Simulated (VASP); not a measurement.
# AlN (P6_3/mmc) in VASP: further runs

The runs below take AlN through single point, with PBEsol.

Program: VASP 6.6.1. These are calculated values, not measurements. Logs are shortened: lines on timing, memory, paths and dates and some standing lists are left out, and cuts for length are marked.

## 1. The cell of the first run

It takes space group P6_3/mmc (No. 194, hexagonal). The conventional cell has a = 3.261 Å, b = 3.261 Å, c = 4.066 Å, α = 90.00°, β = 90.00°, γ = 120.00°. Al (site symmetry -6m2) has 5 N at 1.88 to 2.03 Å within 2.5 Å. N (site symmetry -6m2) has 5 Al at 1.88 to 2.03 Å within 2.5 Å.

## 2. Single point, PBEsol

INCAR

```
PREC = Accurate
ENCUT = 520
EDIFF = 1E-7
ISMEAR = 0
SIGMA = 0.01
LREAL = F
LASPH = T
NELM = 80
ALGO = Normal
ISIF = 2
LWAVE = F
LCHARG = F
GGA = PS
NBANDS = 16
```

KPOINTS

```
Automatic mesh
0
Gamma
  12 12 6
```

POSCAR

```
AlN
1.0
    3.2608987247      0.0000000000      0.0000000000
   -1.6304493624      2.8240211348      0.0000000000
    0.0000000000      0.0000000000      4.0655209191
Al N
2 2
Direct
    0.3333333333      0.6666666667      0.7500000000
    0.6666666667      0.3333333333      0.2500000000
    0.3333333333      0.6666666667      0.2500000000
    0.6666666667      0.3333333333      0.7500000000
```

Potentials or basis: VASP PAW PBE potentials, release 64 (Al, N).

Launch:

```sh
cat potpaw_PBE.64/Al/POTCAR potpaw_PBE.64/N/POTCAR > POTCAR
mpirun -np 1 vasp_std > vasp.out
```

OUTCAR:

```text
PREC = Accurate
   ENCUT = 520
   EDIFF = 1E-7
   ISMEAR = 0
   LREAL = F
   LASPH = T
   NELM = 80
   ISIF = 2
   GGA = PS

 ion  position               nearest neighbor table
   1  0.333  0.667  0.750-   4 1.88   4 1.88   4 1.88   3 2.03   3 2.03   2 2.77   2 2.77   2 2.77
                             2 2.77   2 2.77   2 2.77
   2  0.667  0.333  0.250-   3 1.88   3 1.88   3 1.88   4 2.03   4 2.03   1 2.77   1 2.77   1 2.77
                             1 2.77   1 2.77   1 2.77
   3  0.333  0.667  0.250-   2 1.88   2 1.88   2 1.88   1 2.03   1 2.03
   4  0.667  0.333  0.750-   1 1.88   1 1.88   1 1.88   2 2.03   2 2.03

  LATTYP: Found a hexagonal cell.
 ALAT       =     3.2608987247
 C/A-ratio  =     1.2467485998

  Lattice vectors:

 A1 = (   3.2608987247,   0.0000000000,   0.0000000000)
 A2 = (  -1.6304493624,   2.8240211348,   0.0000000000)
 A3 = (   0.0000000000,   0.0000000000,   4.0655209191)

Analysis of symmetry for initial positions (statically):
=====================================================================
 Subroutine PRICEL returns:
 Original cell was already a primitive cell.

 Routine SETGRP: Setting up the symmetry group for a
 hexagonal supercell.

 Subroutine GETGRP returns: Found 24 space group operations
 (whereof 12 operations were pure point group operations)
 out of a pool of 24 trial point group operations.

The static configuration has the point symmetry D_3d.
 The point group associated with its full space group is D_6h.

Analysis of symmetry for dynamics (positions and initial velocities):
=====================================================================
 Subroutine PRICEL returns:
 Original cell was already a primitive cell.

 Routine SETGRP: Setting up the symmetry group for a
 hexagonal supercell.

 Subroutine GETGRP returns: Found 24 space group operations
 (whereof 12 operations were pure point group operations)
 out of a pool of 24 trial point group operations.

The dynamic configuration has the point symmetry D_3d.
 The point group associated with its full space group is D_6h.

 Subroutine INISYM returns: Found 24 space group operations
 (whereof 12 operations are pure point group operations),
 and found     1 'primitive' translations

----------------------------------------------------------------------------------------

[... 91 lines left out ...]
   LNONCOLLINEAR =      F non collinear calculations
   LSORBIT =      F    spin-orbit coupling
   LASPH  =      T    aspherical Exc in radial PAW
   ENCUT  =  520.0 eV  38.22 Ry    6.18 a.u.   6.06  6.06  7.56*2*pi/ulx,y,z
   NELM   =     80;   NELMIN=  2; NELMDL= -5     # of ELM steps
   EDIFF  = 0.1E-06   stopping-criterion for ELM
   LREAL  =      F    real-space projection
   EDIFFG = 0.1E-05   stopping-criterion for IOM
   NSW    =      0    number of steps for IOM
   IBRION =     -1    ionic relax: 0-MD 1-quasi-New 2-CG
   NFREE  =      0    steps in history (QN), initial steepest desc. (CG)
   ISIF   =      2    stress and relaxation
   ISYM   =      2    0-nonsym 1-usesym 2-fastsym
   POTIM  = 0.5000    time-step for ionic-motion
   TEBEG  =    0.0;   TEEND  =   0.0 temperature during run
   PSTRESS=    0.0 pullay stress
   NELECT =      16.0000    total number of electrons
   NUPDOWN=      -1.0000    fix difference up-down
   EMIN   =  10.00;   EMAX   =-10.00  energy-range for DOS
   EFERMI =   0.00;   METHOD = LEGACY
   ISMEAR =     0;   SIGMA  =   0.01  broadening in eV -4-tet -1-fermi 0-gaus
   EFERMI_NEDOS =   21; number of points for ismear=-14 and -15
   IALGO  =     38    algorithm
   IMIX   =      4    mixing-type and parameters
     AMIX     =   0.40;   BMIX     =  1.00
     AMIX_MAG =   1.60;   BMIX_MAG =  1.00
  volume/ion in A,a.u.               =       9.36        63.16
  Fermi-wavevector in a.u.,A,eV,Ry     =   1.233127  2.330271 20.689036  1.520601
  Thomas-Fermi vector in A             =   2.367869
   LORBIT       =      0    0 simple, 1 ext, 2 COOP (PROOUT), +10 PAW based schemes
   GGA     = PS    functional components
   LHFCALC =     F    Hartree Fock is set to
   AEXX    =    0.0000 exact exchange contribution
   IVDW    =     0    specifies the selected vdW correction
   LEPSILON=     F    determine dielectric tensor
   LRPA    =     F    only Hartree local field effects (RPA)
 non-spin polarized calculation
 Gauss-broadening in eV      SIGMA  =   0.01
  energy-cutoff  :      520.00
  volume of cell :       37.44
 maximum number of plane-waves:      1038
   NGX = 13   NGY = 13   NGZ = 15

 number of electron      16.0000002 magnetization

 Free energy of the ion-electron system (eV)
  ---------------------------------------------------
  ext. energy  EPLUGINS =         0.00000000
  ---------------------------------------------------
  free energy    TOTEN  =       -30.89571892 eV

  energy without entropy =      -30.89571892  energy(sigma->0) =      -30.89571892

 E-fermi :   8.5698     XC(G=0): -11.6232

 val. band max:        8.5042510568   @ k =   0.0000   0.0000   0.0000
 cond. band min:      12.1675258683   @ k =   0.0000   0.0000   0.0000
 fundamental gap:      3.6632748115
 Fermi energy:         8.5698487333

 k-point     1 :       0.0000    0.0000    0.0000
  band No.  band energies     occupation
      1      -8.7033      2.00000
      2      -4.6441      2.00000
      3       1.2854      2.00000
      4       5.0479      2.00000
      5       5.0479      2.00000
      6       6.8480      2.00000
[... 433 lines left out ...]
      3       1.6175      2.00000
      4       3.4571      2.00000
      5       4.1693      2.00000
      6       4.3387      2.00000
[... 8 lines left out ...]
     15      20.4688      0.00000
     16      21.8625      0.00000

 [... further k-points ...]
[... 5 lines left out ...]
  --------------------------------------------------------------------------------------
  -------------------------------------------------------------------------------------
  Total        2.3331368      2.3331368      2.3163214     -0.0000000     -0.0000000      0.0000000
  in kB       99.8456923     99.8456923     99.1260832     -0.0000000     -0.0000000      0.0000000
  external PRESSURE =      99.6058226 kB  Pullay stress =       0.0000000 kB

 VOLUME and BASIS-vectors are now :
 -----------------------------------------------------------------------------
  energy-cutoff  :      520.00
  volume of cell :       37.44
      direct lattice vectors                 reciprocal lattice vectors
     3.260898725  0.000000000  0.000000000     0.306663924  0.177052499  0.000000000
    -1.630449362  2.824021135  0.000000000     0.000000000  0.354104999  0.000000000
     0.000000000  0.000000000  4.065520919     0.000000000  0.000000000  0.245970939

 POSITION                                       TOTAL-FORCE (eV/Angst)
 -----------------------------------------------------------------------------------
     -0.00000      1.88268      3.04914        -0.000000      0.000000      0.000000
      1.63045      0.94134      1.01638         0.000000     -0.000000      0.000000
     -0.00000      1.88268      1.01638        -0.000000      0.000000      0.000000
      1.63045      0.94134      3.04914         0.000000      0.000000      0.000000
 -----------------------------------------------------------------------------------
    total drift:                               -0.000000      0.000000     -0.000000

  FREE ENERGIE OF THE ION-ELECTRON SYSTEM (eV)
  ---------------------------------------------------
  free  energy   TOTEN  =       -30.8957189213 eV

  energy  without entropy=      -30.8957189213  energy(sigma->0) =      -30.89571892
```

It took 12 s on 1 thread of Intel Xeon 6975P-C (Granite Rapids), shared host; peak memory 0.16 GiB.

What came out:

```yaml
Free_energy: -30.8957 eV
Pressure: 10.0 GPa
Band_gap_on_the_k_mesh: 3.66 eV, direct
```

Caveat: the PAW data sets were made with another functional, which shifts forces and pressure a little.

## 3. Single point, PBEsol

This run uses another cell than the first one, of 9.56 Å³/atom, 1.021 times its volume.

INCAR

```
SYSTEM = AlN
ALGO = Normal
EDIFF = 1E-6
ENCUT = 520
GGA = PS
ISIF = 2
ISMEAR = 0
LASPH = .True.
LCHARG = .False.
LREAL = .False.
LWAVE = .False.
NBANDS = 16
NELM = 80
PREC = Accurate
SIGMA = 0.01
```

KPOINTS

```
k-points
0
Gamma
  12 12 6
  0 0 0
```

POSCAR

```
AlN
1.0
    3.2806566769      0.0000000000      0.0000000000
   -1.6403283385      2.8411320233      0.0000000000
    0.0000000000      0.0000000000      4.1006653751
Al N
2 2
Direct
    0.3333333333      0.6666666667      0.7500000000
    0.6666666667      0.3333333333      0.2500000000
    0.3333333333      0.6666666667      0.2500000000
    0.6666666667      0.3333333333      0.7500000000
```

Potentials or basis: VASP PAW PBE potentials, release 64 (Al, N).

Launch:

```sh
cat potpaw_PBE.64/Al/POTCAR potpaw_PBE.64/N/POTCAR > POTCAR
mpirun -np 1 vasp_std > vasp.out
```

Wall time 12 s (1 thread of Intel Xeon 6975P-C (Granite Rapids), shared host); peak memory 0.16 GiB.

Results (log left out):

- Free energy: -30.9324 eV
- Pressure: 4.9 GPa
- Band gap on the k mesh: 3.51 eV, direct

Levels at points of the mesh, in eV from the valence-band top:
| k point | band 4 | band 5 | band 6 | band 7 | band 8 | band 9 | band 10 | band 11 | band 12 | band 13 |
| --- | --- | --- | --- | --- | --- | --- | --- | --- | --- | --- |
| (0.00, 0.00, 0.00) | -3.39 | -3.39 | -1.63 | -1.63 | 0.00 | 3.51 | 4.66 | 8.33 | 8.33 | 11.53 |
| (0.50, 0.00, 0.00) | -4.91 | -4.65 | -4.28 | -3.02 | -1.40 | 3.88 | 7.21 | 7.50 | 9.15 | 9.70 |
| (0.00, 0.00, 0.50) | -3.77 | -2.55 | -2.55 | -2.55 | -2.55 | 5.84 | 5.84 | 8.47 | 8.47 | 8.47 |
| (0.50, 0.00, 0.50) | -7.47 | -3.34 | -3.34 | -1.79 | -1.79 | 5.14 | 5.14 | 9.70 | 9.70 | 11.89 |

Caveat: the PAW data sets were made with another functional, which shifts forces and pressure a little.

## 4. Single point, PBEsol

This run uses another cell than the first one, of 9.68 Å³/atom, 1.035 times its volume.

INCAR

```
ALGO     = Normal         # electronic algorithm
EDIFF    = 1E-6           # SCF threshold, eV
ENCUT    = 520            # plane-wave cutoff, eV
GGA      = PS             # functional
ISIF     = 2              # what is computed and relaxed
ISMEAR   = 0              # smearing method
LASPH    = T              # aspherical terms in the spheres
LCHARG   = T              # write CHGCAR
LELF     = T              # ELF
LREAL    = F              # projectors in reciprocal space
LVHAR    = T            
LWAVE    = F              # write WAVECAR
NBANDS   = 16             # bands
NELM     = 100            # most SCF steps
PREC     = Accurate       # precision mode
SIGMA    = 0.01           # smearing width, eV
```

KPOINTS

```
k-points
0
Gamma
  12 12 6
```

POSCAR

```
AlN
1.0
    3.2930683382      0.0000000000      0.0000000000
   -1.6465341691      2.8518808373      0.0000000000
    0.0000000000      0.0000000000      4.1240426642
Al N
2 2
Direct
    0.3333333333      0.6666666667      0.7500000000
    0.6666666667      0.3333333333      0.2500000000
    0.3333333333      0.6666666667      0.2500000000
    0.6666666667      0.3333333333      0.7500000000
```

Potentials or basis: VASP PAW PBE potentials, release 64 (Al, N).

Launch:

```sh
cat potpaw_PBE.64/Al/POTCAR potpaw_PBE.64/N/POTCAR > POTCAR
mpirun -np 1 vasp_std > vasp.out
```

OUTCAR:

```text
EDIFF = 1E-6
   ENCUT = 520
   GGA = PS
   ISIF = 2
   ISMEAR = 0
   LASPH = T
   LREAL = F
   NELM = 100
   PREC = Accurate

 ion  position               nearest neighbor table
   1  0.333  0.667  0.750-   4 1.90   4 1.90   4 1.90   3 2.06   3 2.06   2 2.80   2 2.80   2 2.80
                             2 2.80   2 2.80   2 2.80
   2  0.667  0.333  0.250-   3 1.90   3 1.90   3 1.90   4 2.06   4 2.06   1 2.80   1 2.80   1 2.80
                             1 2.80   1 2.80   1 2.80
   3  0.333  0.667  0.250-   2 1.90   2 1.90   2 1.90   1 2.06   1 2.06
   4  0.667  0.333  0.750-   1 1.90   1 1.90   1 1.90   2 2.06   2 2.06

  LATTYP: Found a hexagonal cell.
 ALAT       =     3.2930683382
 C/A-ratio  =     1.2523404438

  Lattice vectors:

 A1 = (   3.2930683382,   0.0000000000,   0.0000000000)
 A2 = (  -1.6465341691,   2.8518808373,   0.0000000000)
 A3 = (   0.0000000000,   0.0000000000,   4.1240426642)

Analysis of symmetry for initial positions (statically):
[... 172 lines left out ...]
  ---------------------------------------------------
  ext. energy  EPLUGINS =         0.00000000
  ---------------------------------------------------
  free energy    TOTEN  =       -30.94355065 eV

  energy without entropy =      -30.94355065  energy(sigma->0) =      -30.94355065

 E-fermi :   8.1837     XC(G=0): -11.4710

 val. band max:        8.1256479233   @ k =   0.0000   0.0000   0.0000
 cond. band min:      11.5344214827   @ k =   0.0000   0.0000   0.0000
 fundamental gap:      3.4087735594
 Fermi energy:         8.1836771273

 k-point     1 :       0.0000    0.0000    0.0000
  band No.  band energies     occupation
      1      -8.8203      2.00000
      2      -4.9613      2.00000
      3       1.0934      2.00000
      4       4.7703      2.00000
      5       4.7703      2.00000
      6       6.5132      2.00000
[... 433 lines left out ...]
      3       1.4030      2.00000
      4       3.1758      2.00000
      5       3.9124      2.00000
      6       4.0283      2.00000
[... 8 lines left out ...]
     15      19.8604      0.00000
     16      21.0750      0.00000

 [... further k-points ...]
[... 5 lines left out ...]
  --------------------------------------------------------------------------------------
  -------------------------------------------------------------------------------------
  Total        0.4738429      0.4738429      0.4646142      0.0000000      0.0000000      0.0000000
  in kB       19.6015181     19.6015181     19.2197539      0.0000000      0.0000000      0.0000000
  external PRESSURE =      19.4742634 kB  Pullay stress =       0.0000000 kB

 VOLUME and BASIS-vectors are now :
 -----------------------------------------------------------------------------
  energy-cutoff  :      520.00
  volume of cell :       38.73
      direct lattice vectors                 reciprocal lattice vectors
     3.293068338  0.000000000  0.000000000     0.303668159  0.175322893  0.000000000
    -1.646534169  2.851880837  0.000000000     0.000000000  0.350645787  0.000000000
     0.000000000  0.000000000  4.124042664     0.000000000  0.000000000  0.242480518

 POSITION                                       TOTAL-FORCE (eV/Angst)
 -----------------------------------------------------------------------------------
     -0.00000      1.90125      3.09303        -0.000000      0.000000      0.000000
      1.64653      0.95063      1.03101        -0.000000     -0.000000      0.000000
     -0.00000      1.90125      1.03101         0.000000      0.000000      0.000000
      1.64653      0.95063      3.09303         0.000000      0.000000      0.000000
 -----------------------------------------------------------------------------------
    total drift:                               -0.000000      0.000000      0.000000

  FREE ENERGIE OF THE ION-ELECTRON SYSTEM (eV)
  ---------------------------------------------------
  free  energy   TOTEN  =       -30.9435506547 eV

  energy  without entropy=      -30.9435506547  energy(sigma->0) =      -30.94355065
```

OSZICAR:

```text
N       E                     dE             d eps       ncg     rms          rms(c)
DAV:   1     0.409933921731E+02    0.40993E+02   -0.74994E+03  2432   0.909E+02
DAV:   2    -0.319097241969E+02   -0.72903E+02   -0.66918E+02  3552   0.189E+02
DAV:   3    -0.352143617801E+02   -0.33046E+01   -0.32940E+01  2848   0.420E+01
DAV:   4    -0.352337457021E+02   -0.19384E-01   -0.19381E-01  3120   0.358E+00
DAV:   5    -0.352339952301E+02   -0.24953E-03   -0.24953E-03  2848   0.412E-01    0.114E+01
DAV:   6    -0.310212251287E+02    0.42128E+01   -0.81341E+00  3136   0.214E+01    0.400E+00
DAV:   7    -0.309855678341E+02    0.35657E-01   -0.69781E-01  2704   0.571E+00    0.283E+00
DAV:   8    -0.309514052134E+02    0.34163E-01   -0.10130E-01  2600   0.256E+00    0.836E-01
DAV:   9    -0.309432642846E+02    0.81409E-02   -0.19549E-02  3200   0.109E+00    0.266E-01
DAV:  10    -0.309436478798E+02   -0.38360E-03   -0.21616E-03  2736   0.315E-01    0.175E-01
DAV:  11    -0.309435533105E+02    0.94569E-04   -0.13071E-04  2936   0.878E-02    0.421E-02
DAV:  12    -0.309435510904E+02    0.22200E-05   -0.75912E-06  2848   0.217E-02    0.705E-03
DAV:  13    -0.309435506547E+02    0.43578E-06   -0.23386E-06  2848   0.114E-02
   1 F= -.30943551E+02 E0= -.30943551E+02  d E =-.155070E-19
```

stdout:

```text
POSCAR found type information on POSCAR AlN
 POSCAR found :  2 types and       4 ions
 scaLAPACK will be used
 -----------------------------------------------------------------------------
|                                                                             |
|                                                                             |
|     You enforced a specific xc type in the INCAR file but a different       |
|     I HOPE YOU KNOW WHAT YOU ARE DOING!                                     |
|                                                                             |
 -----------------------------------------------------------------------------

 LDA part: xc-table for (Slater+PW92), standard interpolation
 POSCAR, INCAR and KPOINTS ok, starting setup
 FFT: planning ... GRIDC
 FFT: planning ... GRID_SOFT
 FFT: planning ... GRID
 WAVECAR not read
 entering main loop
```

It took 12 s on 1 thread of Intel Xeon 6975P-C (Granite Rapids), shared host; peak memory 0.16 GiB.

What came out:

- Free energy: -30.9436 eV
- Pressure: 1.9 GPa
- Band gap on the k mesh: 3.41 eV, direct

Levels at points of the mesh, in eV from the valence-band top:
| k point | band 4 | band 5 | band 6 | band 7 | band 8 | band 9 | band 10 | band 11 | band 12 | band 13 |
| --- | --- | --- | --- | --- | --- | --- | --- | --- | --- | --- |
| (0.00, 0.00, 0.00) | -3.36 | -3.36 | -1.61 | -1.61 | 0.00 | 3.41 | 4.55 | 8.26 | 8.26 | 11.41 |
| (0.50, 0.00, 0.00) | -4.85 | -4.60 | -4.27 | -2.98 | -1.40 | 3.84 | 7.18 | 7.36 | 9.13 | 9.56 |
| (0.00, 0.00, 0.50) | -3.75 | -2.53 | -2.53 | -2.53 | -2.53 | 5.76 | 5.76 | 8.41 | 8.41 | 8.41 |
| (0.50, 0.00, 0.50) | -7.41 | -3.31 | -3.31 | -1.77 | -1.77 | 5.09 | 5.09 | 9.56 | 9.56 | 11.72 |

Caveat: the PAW data sets were made with another functional, which shifts forces and pressure a little.

## 5. The runs side by side

```csv
cell,gap on the mesh (eV),pressure (GPa)
"a = 3.261, b = 3.261, c = 4.066 Å, angles 90.0, 90.0, 120.0°, 4 atoms",3.66,10.0
"a = 3.281, b = 3.281, c = 4.101 Å, angles 90.0, 90.0, 120.0°, 4 atoms",3.51,4.9
"a = 3.293, b = 3.293, c = 4.124 Å, angles 90.0, 90.0, 120.0°, 4 atoms",3.41,1.9
```

Alike in all rows: task single point; level PBEsol; potentials or basis VASP PAW PBE potentials, release 64 (Al, N); no spin polarisation; k mesh 12 × 12 × 6; cutoff (eV) 520; smearing gaussian 0.01 eV.

Caveats: the PAW data sets were made with another functional, which shifts forces and pressure a little.

Absolute energies hang on the potentials; compare differences alone.
